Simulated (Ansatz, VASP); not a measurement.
## Two plane-wave programs on Cd6Te

```
Cd Te
1.0
     4.50136    0.00000    0.00000
     0.00000    4.50136    0.00000
     0.00000    0.00000    8.94107
Cd Te
6 1
Direct
  0.00000 0.50000 0.74804
  0.00000 0.00000 0.50000
  0.50000 0.00000 0.74804
  0.00000 0.50000 0.25196
  0.50000 0.50000 0.50000
  0.50000 0.00000 0.25196
  0.00000 0.00000 0.00000
```

Alike in both runs: functional PBE; k mesh 8 × 8 × 4; occupations gaussian, width 0.1 eV; no spin polarisation.

Ansatz relaxed the structure, and its values are those at the end. VASP's run is a single point on that final structure, the one shown.

```csv
,VASP,Ansatz
version,VASP 6.6.1,Ansatz 0.2.0
potentials or method,"VASP PAW PBE potentials, release 64 (Cd, Te), cutoff 520 eV","scalar-relativistic, plane waves, PAW"
valence electrons in the cell,78,136
```

```tsv
	VASP	Ansatz	Ansatz less VASP
gap on the k mesh at the Fermi level (eV)	none	none	-
pressure (GPa)	0.2	0.0	-0.19
```

A gap of «none» marks a metal or a gap that the smearing closes. The functional is the same, so the differences come from potentials, cutoffs and numerics. VASP's potentials hold 78 valence electrons a cell and Ansatz's 136, so a difference there can come from the potentials and not from the codes.

Spin-orbit coupling is off throughout.
